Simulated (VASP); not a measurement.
# CdS (sol) (F-43m) in VASP: further runs

Runs on CdS (sol). Level: PBEsol. Tasks: single point, relaxation of cell and atoms.

All numbers are computed with VASP 6.6.1; they aren't measurements. Logs are shortened: lines on timing, memory, paths and dates and some standing lists are left out, and cuts for length are marked.

## Step 1: The cell of the first run

It takes space group F-43m (No. 216, cubic). Conventional cell: a = 5.886 Å, b = 5.886 Å, c = 5.886 Å, α = 90.00°, β = 90.00°, γ = 90.00°. Within 3.4 Å of Cd (site symmetry -43m) lie 4 S at 2.55 Å. Within 3.4 Å of S (site symmetry -43m) lie 4 Cd at 2.55 Å.

## Step 2: Single point, PBEsol

INCAR

```
SYSTEM = CdS
PREC = Accurate
ENCUT = 500
EDIFF = 1E-6
ISMEAR = 0
SIGMA = 0.1
LREAL = .FALSE.
LASPH = .TRUE.
NELM = 120
ALGO = Normal
ISIF = 2
LWAVE = .FALSE.
LCHARG = .FALSE.
GGA = PS
NBANDS = 16
GGA_COMPAT = .FALSE.
```

KPOINTS

```
Automatic mesh
0
G
  6 6 6
  0 0 0
```

POSCAR

```
CdS
1.0
    0.0000000000      2.9429534600      2.9429534600
    2.9429534600      0.0000000000      2.9429534600
    2.9429534600      2.9429534600      0.0000000000
Cd S
1 1
Direct
    0.0000000000      0.0000000000      0.0000000000
    0.7500000000      0.7500000000      0.7500000000
```

Potentials or basis: VASP PAW PBE potentials, release 64 (Cd, S).

Run with:

```bash
$ cat potpaw_PBE.64/Cd/POTCAR potpaw_PBE.64/S/POTCAR > POTCAR
$ mpirun -np 1 vasp_std > vasp.out
```

OUTCAR:

```text
SYSTEM = CdS
   PREC = Accurate
   ENCUT = 500
   EDIFF = 1E-6
   ISMEAR = 0
   LREAL = .FALSE.
   LASPH = .TRUE.
   NELM = 120
   ISIF = 2
   GGA = PS

 ion  position               nearest neighbor table
   1  0.000  0.000  0.000-   2 2.55   2 2.55   2 2.55   2 2.55
   2  0.750  0.750  0.750-   1 2.55   1 2.55   1 2.55   1 2.55

  LATTYP: Found a face centered cubic cell.
 ALAT       =     5.8859069200

  Lattice vectors:

 A1 = (   0.0000000000,   2.9429534600,   2.9429534600)
 A2 = (   2.9429534600,   0.0000000000,   2.9429534600)
 A3 = (   2.9429534600,   2.9429534600,   0.0000000000)

Analysis of symmetry for initial positions (statically):
=====================================================================
 Subroutine PRICEL returns:
 Original cell was already a primitive cell.

 Routine SETGRP: Setting up the symmetry group for a
 face centered cubic supercell.

 Subroutine GETGRP returns: Found 24 space group operations
 (whereof 24 operations were pure point group operations)
 out of a pool of 48 trial point group operations.

The static configuration has the point symmetry T_d .

Analysis of symmetry for dynamics (positions and initial velocities):
=====================================================================
 Subroutine PRICEL returns:
 Original cell was already a primitive cell.

 Routine SETGRP: Setting up the symmetry group for a
 face centered cubic supercell.

 Subroutine GETGRP returns: Found 24 space group operations
 (whereof 24 operations were pure point group operations)
 out of a pool of 48 trial point group operations.

The dynamic configuration has the point symmetry T_d .

 Subroutine INISYM returns: Found 24 space group operations
 (whereof 24 operations are pure point group operations),
 and found     1 'primitive' translations

----------------------------------------------------------------------------------------

                                     Primitive cell

  volume of cell :      50.9777

  direct lattice vectors                    reciprocal lattice vectors
     0.000000000  2.942953460  2.942953460    -0.169897352  0.169897352  0.169897352
     2.942953460  0.000000000  2.942953460     0.169897352 -0.169897352  0.169897352
     2.942953460  2.942953460  0.000000000     0.169897352  0.169897352 -0.169897352

  length of vectors
     4.161964697  4.161964697  4.161964697     0.294270846  0.294270846  0.294270846

  position of ions in fractional coordinates (direct lattice)
     0.000000000  0.000000000  0.000000000
     0.750000000  0.750000000  0.750000000

  ion indices of the primitive-cell ions
   primitive index   ion index
                 1           1
                 2           2

----------------------------------------------------------------------------------------

 KPOINTS: Automatic mesh

Automatic generation of k-mesh.
 Grid dimensions read from file:
 generate k-points for:    6    6    6

 Generating k-lattice:

  Cartesian coordinates                     Fractional coordinates (reciprocal lattice)
    -0.028316225  0.028316225  0.028316225     0.166666667  0.000000000  0.000000000
     0.028316225 -0.028316225  0.028316225     0.000000000  0.166666667  0.000000000
     0.028316225  0.028316225 -0.028316225     0.000000000  0.000000000  0.166666667

  Length of vectors
     0.049045141  0.049045141  0.049045141

  Shift w.r.t. Gamma in fractional coordinates (k-lattice)
     0.000000000  0.000000000  0.000000000

 Subroutine IBZKPT returns following result:
 ===========================================

 Found     16 irreducible k-points:

 Following reciprocal coordinates:
            Coordinates               Weight
  0.000000  0.000000  0.000000      1.000000
  0.166667  0.000000  0.000000      8.000000
  0.333333  0.000000  0.000000      8.000000
  0.500000  0.000000  0.000000      4.000000
  0.166667  0.166667  0.000000      6.000000
  0.333333  0.166667  0.000000     24.000000
[... 8 lines left out ...]
 -0.333333  0.333333  0.166667     24.000000
 -0.333333  0.500000  0.166667     12.000000
   k-points           NKPTS =     16   k-points in BZ     NKDIM =     16   number of bands    NBANDS=     16
   number of dos      NEDOS =    301   number of ions     NIONS =      2
   total plane-waves  NPLWV =  27000
   dimension x,y,z NGX =    30 NGY =   30 NGZ =   30
   dimension x,y,z NGXF=    60 NGYF=   60 NGZF=   60
   ions per type =               1   1
   NGX,Y,Z   is equivalent  to a cutoff of  11.98, 11.98, 11.98 a.u.
   NGXF,Y,Z  is equivalent  to a cutoff of  23.97, 23.97, 23.97 a.u.
 SYSTEM =  CdS
   PREC   = accura    normal or accurate (medium, high low for compatibility)
   ISTART =      0    job   : 0-new  1-cont  2-samecut
   ICHARG =      2    charge: 1-file 2-atom 10-const
   ISPIN  =      1    spin polarized calculation?
   LNONCOLLINEAR =      F non collinear calculations
   LSORBIT =      F    spin-orbit coupling
   LASPH  =      T    aspherical Exc in radial PAW
   ENCUT  =  500.0 eV  36.75 Ry    6.06 a.u.   7.59  7.59  7.59*2*pi/ulx,y,z
   NELM   =    120;   NELMIN=  2; NELMDL= -5     # of ELM steps
   EDIFF  = 0.1E-05   stopping-criterion for ELM
   LREAL  =      F    real-space projection
   EDIFFG = 0.1E-04   stopping-criterion for IOM
   NSW    =      0    number of steps for IOM
   IBRION =     -1    ionic relax: 0-MD 1-quasi-New 2-CG
   NFREE  =      0    steps in history (QN), initial steepest desc. (CG)
   ISIF   =      2    stress and relaxation
   ISYM   =      2    0-nonsym 1-usesym 2-fastsym
   POTIM  = 0.5000    time-step for ionic-motion
   TEBEG  =    0.0;   TEEND  =   0.0 temperature during run
   PSTRESS=    0.0 pullay stress
   NELECT =      18.0000    total number of electrons
   NUPDOWN=      -1.0000    fix difference up-down
   EMIN   =  10.00;   EMAX   =-10.00  energy-range for DOS
   EFERMI =   0.00;   METHOD = LEGACY
   ISMEAR =     0;   SIGMA  =   0.10  broadening in eV -4-tet -1-fermi 0-gaus
   EFERMI_NEDOS =   21; number of points for ismear=-14 and -15
   IALGO  =     38    algorithm
   IMIX   =      4    mixing-type and parameters
     AMIX     =   0.40;   BMIX     =  1.00
     AMIX_MAG =   1.60;   BMIX_MAG =  1.00
  volume/ion in A,a.u.               =      25.49       172.01
  Fermi-wavevector in a.u.,A,eV,Ry     =   1.157104  2.186609 18.216690  1.338889
  Thomas-Fermi vector in A             =   2.293718
   LORBIT       =      0    0 simple, 1 ext, 2 COOP (PROOUT), +10 PAW based schemes
   GGA     = PS    functional components
   LHFCALC =     F    Hartree Fock is set to
   AEXX    =    0.0000 exact exchange contribution
   IVDW    =     0    specifies the selected vdW correction
   LEPSILON=     F    determine dielectric tensor
   LRPA    =     F    only Hartree local field effects (RPA)
 non-spin polarized calculation
 Gauss-broadening in eV      SIGMA  =   0.10
  energy-cutoff  :      500.00
  volume of cell :       50.98
 maximum number of plane-waves:      1308
   NGX = 15   NGY = 15   NGZ = 15

 number of electron      17.9999991 magnetization

 Free energy of the ion-electron system (eV)
  ---------------------------------------------------
  ext. energy  EPLUGINS =         0.00000000
  ---------------------------------------------------
  free energy    TOTEN  =        -6.80533881 eV

  energy without entropy =       -6.80533881  energy(sigma->0) =       -6.80533881

 E-fermi :   1.4205     XC(G=0):  -9.2505

 val. band max:        0.9857846758   @ k =   0.0000   0.0000   0.0000
 cond. band min:       1.9355789078   @ k =   0.0000   0.0000   0.0000
 fundamental gap:      0.9497942320
 Fermi energy:         1.4205345609

 k-point     1 :       0.0000    0.0000    0.0000
  band No.  band energies     occupation
      1     -11.2342      2.00000
      2      -6.6486      2.00000
      3      -6.6486      2.00000
      4      -6.6486      2.00000
      5      -6.1970      2.00000
      6      -6.1970      2.00000
[... 8 lines left out ...]
     15      12.3872      0.00000
     16      12.3872      0.00000

 k-point     2 :       0.1667    0.0000    0.0000
  band No.  band energies     occupation
      1     -11.1313      2.00000
      2      -6.6130      2.00000
      3      -6.6130      2.00000
      4      -6.5531      2.00000
      5      -6.1978      2.00000
      6      -6.1978      2.00000
[... 8 lines left out ...]
     15      11.5713      0.00000
     16      12.5279      0.00000

 k-point     3 :       0.3333    0.0000    0.0000
  band No.  band energies     occupation
      1     -10.9243      2.00000
      2      -6.5550      2.00000
      3      -6.5550      2.00000
      4      -6.2012      2.00000
      5      -6.1816      2.00000
      6      -6.1816      2.00000
[... 8 lines left out ...]
     15      11.9760      0.00000
     16      11.9760      0.00000

 k-point     4 :       0.5000    0.0000    0.0000
  band No.  band energies     occupation
      1     -10.8212      2.00000
      2      -6.5351      2.00000
      3      -6.5351      2.00000
      4      -6.1619      2.00000
      5      -6.1619      2.00000
      6      -5.8394      2.00000
[... 8 lines left out ...]
     15      13.4255      0.00000
     16      13.4255      0.00000
[... 172 lines left out ...]
 k-point    14 :       0.5000    0.3333    0.1667
  band No.  band energies     occupation
      1     -10.7923      2.00000
      2      -6.4707      2.00000
      3      -6.4625      2.00000
      4      -6.2873      2.00000
      5      -6.1599      2.00000
      6      -5.9200      2.00000
[... 8 lines left out ...]
     15      13.7878      0.00000
     16      14.0828      0.00000

 k-point    15 :      -0.3333    0.3333    0.1667
  band No.  band energies     occupation
      1     -10.7269      2.00000
      2      -6.4669      2.00000
      3      -6.4264      2.00000
      4      -6.2361      2.00000
      5      -6.1797      2.00000
      6      -5.6728      2.00000
[... 8 lines left out ...]
     15      13.2638      0.00000
     16      14.1786      0.00000

 k-point    16 :      -0.3333    0.5000    0.1667
  band No.  band energies     occupation
      1     -10.6949      2.00000
      2      -6.4319      2.00000
      3      -6.3932      2.00000
      4      -6.2708      2.00000
      5      -6.1575      2.00000
      6      -5.6446      2.00000
[... 8 lines left out ...]
     15      14.0786      0.00000
     16      14.0928      0.00000

------------------------ aborting loop because EDIFF is reached ----------------------------------------

  FORCE on cell =-STRESS in cart. coord.  units (eV):
  Direction    XX          YY          ZZ          XY          YZ          ZX
  --------------------------------------------------------------------------------------
  -------------------------------------------------------------------------------------
  Total       -0.4625301     -0.4625301     -0.4625301      0.0000000      0.0000000     -0.0000000
  in kB      -14.5368520    -14.5368520    -14.5368520      0.0000000      0.0000000     -0.0000000
  external PRESSURE =     -14.5368520 kB  Pullay stress =       0.0000000 kB

 VOLUME and BASIS-vectors are now :
 -----------------------------------------------------------------------------
  energy-cutoff  :      500.00
  volume of cell :       50.98
      direct lattice vectors                 reciprocal lattice vectors
     0.000000000  2.942953460  2.942953460    -0.169897352  0.169897352  0.169897352
     2.942953460  0.000000000  2.942953460     0.169897352 -0.169897352  0.169897352
     2.942953460  2.942953460  0.000000000     0.169897352  0.169897352 -0.169897352

 POSITION                                       TOTAL-FORCE (eV/Angst)
 -----------------------------------------------------------------------------------
      0.00000      0.00000      0.00000        -0.000000      0.000000     -0.000000
      4.41443      4.41443      4.41443         0.000000     -0.000000      0.000000
 -----------------------------------------------------------------------------------
    total drift:                               -0.000000     -0.000000      0.000000

  FREE ENERGIE OF THE ION-ELECTRON SYSTEM (eV)
  ---------------------------------------------------
  free  energy   TOTEN  =        -6.8053388122 eV

  energy  without entropy=       -6.8053388122  energy(sigma->0) =       -6.80533881
```

Wall time 7.1 s (1 thread of Intel Xeon Platinum 8559C (Emerald Rapids), shared host); peak memory 0.16 GiB.

Results:

```
Free energy            : -6.8053 eV
Pressure               : -1.5 GPa
Band gap on the k mesh : 0.95 eV, direct
```

Caveat: the PAW data sets were made with another functional, which shifts forces and pressure a little.

(Continued in part 2 of 2.)
